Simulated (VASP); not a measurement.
# C in VASP: a series of runs, part 2 of 2

VASP 6.6.1. The steps go on from the part before.

## Step 4: Single point, PBEsol

This run uses another cell than the first one: it holds 12 atoms, not 8.

INCAR

```
ALGO = Normal ; DIPOL = 0.5 0.5 0.500
EDIFF = 1E-6 ; ENCUT = 520
GGA = PS ; IDIPOL = 3
ISIF = 2 ; ISMEAR = 0
LASPH = T ; LCHARG = T
LDIPOL = T ; LELF = T
LREAL = F ; LVACPOTAV = T
LVHAR = T ; LWAVE = F
NBANDS = 36 ; NELM = 100
PREC = Accurate ; SIGMA = 0.05
```

KPOINTS

```
k-points
0
Gamma
  12 12 1
```

POSCAR

```
C
1.0
    2.5129226041      0.0000000000      0.0000000000
   -1.2564613021      2.1762548129      0.0000000000
    0.0000000000      0.0000000000     25.7719117505
C
12
Direct
    0.3333333333      0.6666666667      0.2961464246
    0.0000000000      0.0000000000      0.3062997320
    0.0000000000      0.0000000000      0.3711812061
    0.6666666667      0.3333333333      0.3900207603
    0.6666666667      0.3333333333      0.4503011037
    0.3333333333      0.6666666667      0.4700816037
    0.3333333333      0.6666666667      0.5299183966
    0.0000000000      0.0000000000      0.5496989043
    0.0000000000      0.0000000000      0.6099792380
    0.6666666667      0.3333333333      0.6288187829
    0.6666666667      0.3333333333      0.6937002784
    0.3333333333      0.6666666667      0.7038535693
```

Potentials or basis: VASP PAW PBE potentials, release 64 (C).

On the command line:

```sh
$ cat potpaw_PBE.64/C/POTCAR > POTCAR
$ mpirun -np 1 vasp_std > vasp.out
```

OUTCAR:

```text
EDIFF = 1E-6
   ENCUT = 520
   GGA = PS
   ISIF = 2
   ISMEAR = 0
   LASPH = T
   LREAL = F
   NELM = 100
   PREC = Accurate

 ion  position               nearest neighbor table
   1  0.333  0.667  0.296-   2 1.47   2 1.47   2 1.47
   2  0.000  0.000  0.306-   1 1.47   1 1.47   1 1.47   3 1.67
   3  0.000  0.000  0.371-   4 1.53   4 1.53   4 1.53   2 1.67
   4  0.667  0.333  0.390-   3 1.53   3 1.53   3 1.53   5 1.55
   5  0.667  0.333  0.450-   6 1.54   6 1.54   6 1.54   4 1.55
   6  0.333  0.667  0.470-   5 1.54   5 1.54   5 1.54   7 1.54
   7  0.333  0.667  0.530-   8 1.54   8 1.54   8 1.54   6 1.54
   8  0.000  0.000  0.550-   7 1.54   7 1.54   7 1.54   9 1.55
   9  0.000  0.000  0.610-  10 1.53  10 1.53  10 1.53   8 1.55
  10  0.667  0.333  0.629-   9 1.53   9 1.53   9 1.53  11 1.67
  11  0.667  0.333  0.694-  12 1.47  12 1.47  12 1.47  10 1.67
  12  0.333  0.667  0.704-  11 1.47  11 1.47  11 1.47

  LATTYP: Found a hexagonal cell.
 ALAT       =     2.5129226041
 C/A-ratio  =    10.2557522896

  Lattice vectors:

[... 945 lines left out ...]
     36      13.7394      0.00000

------------------------ aborting loop because EDIFF is reached ----------------------------------------

  FORCE on cell =-STRESS in cart. coord.  units (eV):
  Direction    XX          YY          ZZ          XY          YZ          ZX
  --------------------------------------------------------------------------------------
  -------------------------------------------------------------------------------------
  Total        0.6755481      0.6755481      0.3126007     -0.0000000      0.0000000     -0.0000000
  in kB        7.6794719      7.6794719      3.5535716     -0.0000000      0.0000000     -0.0000000
  external PRESSURE =       6.3041718 kB  Pullay stress =       0.0000000 kB

 VOLUME and BASIS-vectors are now :
 -----------------------------------------------------------------------------
  energy-cutoff  :      520.00
  volume of cell :      140.94
      direct lattice vectors                 reciprocal lattice vectors
     2.512922604  0.000000000  0.000000000     0.397943016  0.229752507  0.000000000
    -1.256461302  2.176254813  0.000000000     0.000000000  0.459505015  0.000000000
     0.000000000  0.000000000 25.771911750     0.000000000  0.000000000  0.038801933

 POSITION                                       TOTAL-FORCE (eV/Angst)
 -----------------------------------------------------------------------------------
     -0.00000      1.45084      7.63226        -0.000000     -0.000000     -0.022940
      0.00000      0.00000      7.89393         0.000000      0.000000      0.000112
      0.00000      0.00000      9.56605        -0.000000      0.000000     -0.025127
      1.25646      0.72542     10.05158         0.000000      0.000000      0.004950
      1.25646      0.72542     11.60512        -0.000000     -0.000000      0.000003
     -0.00000      1.45084     12.11490         0.000000      0.000000     -0.005137
     -0.00000      1.45084     13.65701        -0.000000      0.000000      0.005137
      0.00000      0.00000     14.16679         0.000000      0.000000     -0.000003
      0.00000      0.00000     15.72033        -0.000000      0.000000     -0.004950
      1.25646      0.72542     16.20586         0.000000      0.000000      0.025127
      1.25646      0.72542     17.87798        -0.000000      0.000000     -0.000112
     -0.00000      1.45084     18.13965         0.000000      0.000000      0.022940
 -----------------------------------------------------------------------------------
    total drift:                                0.000000     -0.000000      0.001290

  FREE ENERGIE OF THE ION-ELECTRON SYSTEM (eV)
  ---------------------------------------------------
  free  energy   TOTEN  =      -111.3714586640 eV

  energy  without entropy=     -111.3669374009  energy(sigma->0) =     -111.36919803

 vacuum level on the upper side and lower side of the slab         7.639         7.638
```

OSZICAR:

```text
N       E                     dE             d eps       ncg     rms          rms(c)
DAV:   1     0.265260601719E+03    0.26526E+03   -0.23287E+04  1368   0.120E+03
DAV:   2    -0.911806573883E+02   -0.35644E+03   -0.33542E+03  1848   0.277E+02
DAV:   3    -0.115031067808E+03   -0.23850E+02   -0.23337E+02  1708   0.708E+01
[... 14 lines left out ...]
DAV:  18    -0.111371427371E+03   -0.72091E-04   -0.53149E-06  1460   0.561E-03    0.104E-03
DAV:  19    -0.111371445695E+03   -0.18324E-04   -0.79270E-07  1512   0.256E-03    0.764E-04
DAV:  20    -0.111371456037E+03   -0.10342E-04   -0.45614E-07  1356   0.166E-03    0.266E-04
DAV:  21    -0.111371458051E+03   -0.20138E-05   -0.75171E-08  1336   0.784E-04    0.141E-04
DAV:  22    -0.111371458664E+03   -0.61282E-06   -0.27847E-08  1188   0.451E-04
   1 F= -.11137146E+03 E0= -.11136920E+03  d E =-.452126E-02
```

stdout:

```text
POSCAR found type information on POSCAR C
 POSCAR found :  1 types and      12 ions
 scaLAPACK will be used
 -----------------------------------------------------------------------------
[... 23 lines left out ...]
|     Did not find any points to average over, which means that no vacuum     |
|     field-free region was found. Please increase the size of  your cell     |
|     in the dimension of the dipole correction to obtain accurate            |
|     workfunction values.                                                    |
|                                                                             |
 -----------------------------------------------------------------------------
```

Run time: 4.4 min. Hardware: 1 thread of Intel Xeon 8259CL, shared host; peak memory 0.27 GiB.

What came out:

* Free energy: -111.3715 eV
* Largest force: 0.025 eV/Å
* Band gap on the k mesh: zero (bands 24 and 25 overlap by 0.78 eV)

Forces on the atoms (eV/Å):
```
C    0.000  0.000 -0.023
C    0.000  0.000  0.000
C    0.000  0.000 -0.025
C    0.000  0.000  0.005
C    0.000  0.000  0.000
C    0.000  0.000 -0.005
C    0.000  0.000  0.005
C    0.000  0.000  0.000
C    0.000  0.000 -0.005
C    0.000  0.000  0.025
C    0.000  0.000  0.000
C    0.000  0.000  0.023
```

Levels at points of the mesh, in eV from the Fermi level:
| k point | band 20 | band 21 | band 22 | band 23 | band 24 | band 25 | band 26 | band 27 | band 28 | band 29 |
| --- | --- | --- | --- | --- | --- | --- | --- | --- | --- | --- |
| (0.00, 0.00, 0.00) | -2.60 | -2.60 | -2.19 | -2.19 | 0.18 | 0.89 | 4.17 | 4.17 | 4.39 | 4.47 |
| (0.50, 0.00, 0.00) | -6.00 | -5.56 | -5.13 | -5.05 | -0.29 | -0.23 | 2.82 | 3.26 | 3.72 | 4.29 |

Caveat: the PAW data sets were made with another functional, which shifts forces and pressure a little.

## Step 5: Relaxation of the atoms, PBEsol

This run uses another cell than the first one: it holds 12 atoms, not 8.

INCAR

```
  PREC = Accurate
  ENCUT = 520
  EDIFF = 1E-7
  ISMEAR = 0
  SIGMA = 0.05
  LREAL = False
  LASPH = True
  NELM = 100
  ALGO = Normal
  ISIF = 2
  LWAVE = False
  LCHARG = False
  LDIPOL = True
  IDIPOL = 3
  DIPOL = 0.5 0.5 0.500
  GGA = PS
  IBRION = 2
  NSW = 80
  EDIFFG = -0.02
```

KPOINTS

```
Automatic mesh
0
Gamma
  12 12 1
```

POSCAR

```
C
1.0
    2.5129226041      0.0000000000      0.0000000000
   -1.2564613021      2.1762548129      0.0000000000
    0.0000000000      0.0000000000     25.7719117505
C
12
Direct
    0.3333333333      0.6666666667      0.2910144995
    0.0000000000      0.0000000000      0.3109178805
    0.0000000000      0.0000000000      0.3706280235
    0.6666666667      0.3333333333      0.3905314045
    0.6666666667      0.3333333333      0.4502415475
    0.3333333333      0.6666666667      0.4701449285
    0.3333333333      0.6666666667      0.5298550715
    0.0000000000      0.0000000000      0.5497584525
    0.0000000000      0.0000000000      0.6094685955
    0.6666666667      0.3333333333      0.6293719765
    0.6666666667      0.3333333333      0.6890821195
    0.3333333333      0.6666666667      0.7089855005
```

On the command line:

```sh
$ cat potpaw_PBE.64/C/POTCAR > POTCAR
$ mpirun -np 1 vasp_std > vasp.out
```

It took 15 min on 1 thread of Oxide Virtual Turin-like, shared host; peak memory 0.25 GiB.

It converged, with:

| Property | Result |
| --- | --- |
| Free energy | -111.3716 eV |
| Energy gained by relaxing | 89.1 meV/atom |
| Ionic steps | 12 |
| Largest force after relaxing | 0.009 eV/Å |
| Band gap on the k mesh | zero (bands 24 and 25 overlap by 0.77 eV) |

Forces on the atoms (eV/Å):
```
C    0.000  0.000  0.002
C    0.000  0.000  0.009
C    0.000  0.000  0.001
C    0.000  0.000  0.001
C    0.000  0.000  0.006
C    0.000  0.000  0.004
C    0.000  0.000 -0.004
C    0.000  0.000 -0.006
C    0.000  0.000 -0.001
C    0.000  0.000 -0.001
C    0.000  0.000 -0.009
C    0.000  0.000 -0.002
```

The path:
| step | energy change (eV) | largest force (eV/Å) | pressure (GPa) |
| --- | --- | --- | --- |
| 1 | 0.0000 | 4.7331 | -0.85 |
| 2 | -0.6878 | 2.1576 | 1.49 |
| 3 | -1.0619 | 0.3045 | 0.36 |
| 4 | -1.0618 | 0.3044 | 0.33 |
| 5 | -1.0641 | 0.4434 | 0.34 |
| 6 | -1.0666 | 0.1762 | 0.33 |
| 7 | -1.0687 | 0.1383 | 0.40 |
| 8 | -1.0689 | 0.0942 | 0.38 |
| 9 | -1.0693 | 0.0626 | 0.41 |
| 10 | -1.0694 | 0.0321 | 0.40 |
| 11 | -1.0694 | 0.0218 | 0.40 |
| 12 | -1.0694 | 0.0094 | 0.40 |

Final structure:
```yaml
crystal:
  lattice:
    - [2.51292, 0.00000, 0.00000]
    - [-1.25646, 2.17625, 0.00000]
    - [0.00000, 0.00000, 25.77191]
  atoms:
    - { symbol: C, position: [0.33333, 0.66667, 0.29586] }
    - { symbol: C, position: [0.00000, 0.00000, 0.30603] }
    - { symbol: C, position: [0.00000, 0.00000, 0.37098] }
    - { symbol: C, position: [0.66667, 0.33333, 0.38986] }
    - { symbol: C, position: [0.66667, 0.33333, 0.45022] }
    - { symbol: C, position: [0.33333, 0.66667, 0.47003] }
    - { symbol: C, position: [0.33333, 0.66667, 0.52997] }
    - { symbol: C, position: [0.00000, 0.00000, 0.54978] }
    - { symbol: C, position: [0.00000, 0.00000, 0.61014] }
    - { symbol: C, position: [0.66667, 0.33333, 0.62902] }
    - { symbol: C, position: [0.66667, 0.33333, 0.69397] }
    - { symbol: C, position: [0.33333, 0.66667, 0.70414] }
```

Levels at points of the mesh, in eV from the Fermi level:
```csv
k point,band 20,band 21,band 22,band 23,band 24,band 25,band 26,band 27,band 28,band 29
"(0.00, 0.00, 0.00)",-2.60,-2.60,-2.19,-2.19,0.16,0.89,4.17,4.17,4.38,4.47
"(0.50, 0.00, 0.00)",-6.00,-5.56,-5.13,-5.05,-0.28,-0.22,2.84,3.25,3.72,4.30
```

Caveat: the PAW data sets were made with another functional, which shifts forces and pressure a little.

## Step 6: The runs side by side

| task | cell | atoms held fixed (from 0) | gap on the mesh (eV) | largest force (eV/Å) |
| --- | --- | --- | --- | --- |
| relaxation of the atoms | atoms relaxed from a = 2.513, b = 2.513, c = 23.668 Å, angles 90.0, 90.0, 120.0°, 8 atoms, atomic positions A | [0, 1, 2, 3] | - | - |
| single point | a = 2.513, b = 2.513, c = 25.772 Å, angles 90.0, 90.0, 120.0°, 12 atoms, atomic positions B | - | none | 4.73 |
| single point | a = 2.513, b = 2.513, c = 25.772 Å, angles 90.0, 90.0, 120.0°, 12 atoms, atomic positions C | - | none | 0.03 |
| relaxation of the atoms | atoms relaxed from a = 2.513, b = 2.513, c = 25.772 Å, angles 90.0, 90.0, 120.0°, 12 atoms, atomic positions B | - | none | 0.01 |

Alike in all rows: level PBEsol; potentials or basis VASP PAW PBE potentials, release 64 (C); no spin polarisation; k mesh 12 × 12 × 1; cutoff (eV) 520; smearing gaussian 0.05 eV.

Caveats: the PAW data sets were made with another functional, which shifts forces and pressure a little.

Absolute energies hang on the potentials; compare differences alone.
